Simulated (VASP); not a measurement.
A run of VASP 6.6.1:

The input INCAR:

```
PREC     = Accurate       # precision mode
ENCUT    = 520            # plane-wave cutoff, eV
EDIFF    = 1E-6           # SCF threshold, eV
ISMEAR   = 0              # smearing method
SIGMA    = 0.05           # smearing width, eV
LREAL    = F              # projectors in reciprocal space
LASPH    = T              # aspherical terms in the spheres
NELM     = 80             # most SCF steps
ALGO     = Normal         # electronic algorithm
ISIF     = 2              # what is computed and relaxed
LWAVE    = F              # write WAVECAR
LCHARG   = T              # write CHGCAR
GGA      = PE             # functional
LELF     = T              # ELF
LVHAR    = T            
NBANDS   = 25             # bands
```

Contents of KPOINTS:

```
Automatic mesh
0
Gamma
  6 6 8
```

File POSCAR:

```
SiO2
1.0
    4.2361165343      0.0000000000      0.0000000000
    0.0000000000      4.2361165343      0.0000000000
    0.0000000000      0.0000000000      2.4752398578
Si O
2 4
Direct
    0.5000000000      0.5000000000      0.5000000000
    0.0000000000      0.0000000000      0.0000000000
    0.6930152167      0.6930152167      0.0000000000
    0.1930152167      0.8069847833      0.5000000000
    0.3069847833      0.3069847833      0.0000000000
    0.8069847833      0.1930152167      0.5000000000
```

Potentials or basis: VASP PAW PBE potentials, release 64 (Si, O).

Run with:

```bash
$ cat potpaw_PBE.64/Si/POTCAR potpaw_PBE.64/O/POTCAR > POTCAR
$ mpirun -np 1 vasp_std > vasp.out
```

Hardware: 1 thread of Intel(R) Xeon(R) 6975P-C (Granite Rapids), on a shared host.

Q: How long does it take, and how much memory?

A: Wall time 20 s on 1 thread of Intel(R) Xeon(R) 6975P-C (Granite Rapids) (shared host), peak memory 0.17 GiB. Counts: scf iterations 13, k points 50.
